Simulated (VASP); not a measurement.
Write the native input for VASP 6.6.1 that does the following.

```yaml
Task: relaxation of cell and atoms
Functional: PBE
Potentials_or_basis: VASP PAW PBE potentials, release 64 (H, Mo_sv)
Cutoff: 600 eV
k_mesh: 4 × 4 × 2
Occupations: gaussian, width 0.2 eV
Spin: no spin polarisation
Dipole_correction: no
Further_INCAR_settings: ALGO = Normal; EDIFF = 1e-07; IBRION = 2; EDIFFG = -0.08; NSW = 36; ISIF = 3
```

The structure of Mo3H lies in POSCAR:

```
Mo3H
1.0
    4.3711397400      0.0000000000      0.0000000000
   -2.1855698700      3.7855180600      0.0000000000
    0.0000000000      0.0000000000      9.0772856500
H Mo
2 6
Direct
    0.3333333300      0.6666666700      0.2500000000
    0.6666666700      0.3333333300      0.7500000000
    0.3333333300      0.6666666700      0.7500000000
    0.6666666700      0.3333333300      0.2500000000
    0.3333333300      0.6666666700      0.0022350600
    0.6666666700      0.3333333300      0.5022350600
    0.6666666700      0.3333333300      0.9977649400
    0.3333333300      0.6666666700      0.4977649400
```

The cell was built from a structure type or drawn by symmetry, and may not be a known phase.

The input as run:

INCAR

```
SYSTEM = Mo3H
  ALGO = Normal
  EDIFF = 1E-7
  EDIFFG = -0.08
  ENCUT = 600
  GGA = PE
  IBRION = 2
  ISIF = 3
  ISMEAR = 0
  LASPH = .TRUE.
  LCHARG = .FALSE.
  LREAL = .FALSE.
  LWAVE = .FALSE.
  NELM = 60
  NSW = 36
  PREC = Accurate
  SIGMA = 0.2
```

KPOINTS

```
k-points
0
G
  4 4 2
  0 0 0
```

Potentials or basis: VASP PAW PBE potentials, release 64 (H, Mo_sv).

Run with:

```console
$ cat potpaw_PBE.64/H/POTCAR potpaw_PBE.64/Mo_sv/POTCAR > POTCAR
$ mpirun -np 1 vasp_std > vasp.out
```

It gave:

The relaxed volume is 13.06 Å³/atom and the relaxed cell is a = 3.086 Å, b = 3.086 Å, c = 12.671 Å, α = 90.00°, β = 90.00°, γ = 120.00°. The space group after relaxing (to 0.1 Å) is P6_3/mmc (No. 194). The energy gained by relaxing is 1126.9 meV/atom, the ionic steps are 19 and the pressure after relaxing is 0.0 GPa. The largest force after relaxing is 0.019 eV/Å. The band gap on the k mesh is zero (bands 43 and 44 overlap by 1.74 eV).

Caveat: the k points lie up to 0.59 Å⁻¹ apart in the final cell, too coarse for converged energies and pressures of a metal; the volume moved by over 15 % at a fixed basis, so the end points are rough.

It took 42 min on 1 thread of Intel Xeon 8259CL (shared host), peak memory 0.36 GiB.
